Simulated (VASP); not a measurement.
Wanted: the native input for a VASP 6.6.1 run.

| Quantity | Value |
| --- | --- |
| Task | single point |
| Functional | PBE |
| Potentials or basis | VASP PAW PBE potentials, release 64 (Cd, S) |
| Cutoff | 520 eV |
| k mesh | 4 × 4 × 4 |
| Occupations | gaussian, width 0.01 eV |
| Spin | no spin polarisation |
| Dipole correction | no |
| Further INCAR settings | ALGO = Normal; EDIFF = 1e-06; NBANDS = 16 |

The structure of CdS lies in POSCAR:

```
CdS
1.0
    0.0000000000      2.9392148365      2.7922540947
    2.9392148365      0.0000000000      2.7922540947
    2.9392148365      2.9392148365      0.0000000000
Cd S
1 1
Direct
    0.0000000000      0.0000000000      0.0000000000
    0.2500000000      0.2500000000      0.2500000000
```

This cell differs from its parent crystal: uniaxial z strain -5.0%.

The input as run:

INCAR

```
SYSTEM = CdS
ALGO = Normal
EDIFF = 1E-6
ENCUT = 520
GGA = PE
ISIF = 2
ISMEAR = 0
LASPH = .TRUE.
LCHARG = .FALSE.
LREAL = .FALSE.
LWAVE = .FALSE.
NBANDS = 16
NELM = 100
PREC = Accurate
SIGMA = 0.01
```

KPOINTS

```
k-points
0
G
  4 4 4
  0 0 0
```

Potentials or basis: VASP PAW PBE potentials, release 64 (Cd, S).

Run with:

```bash
$ cat potpaw_PBE.64/Cd/POTCAR potpaw_PBE.64/S/POTCAR > POTCAR
$ mpirun -np 1 vasp_std > vasp.out
```

It gave:

```yaml
Pressure: 5.3 GPa
Band_gap_on_the_k_mesh: 1.10 eV, direct
```

Caveat: the k points lie up to 0.47 Å⁻¹ apart; the cell differs from its parent crystal (uniaxial z strain -5.0%).

Run time: 10 s on 1 thread of Intel(R) Xeon(R) Platinum 8559C (Emerald Rapids), with other jobs on the host, peak memory 0.16 GiB.
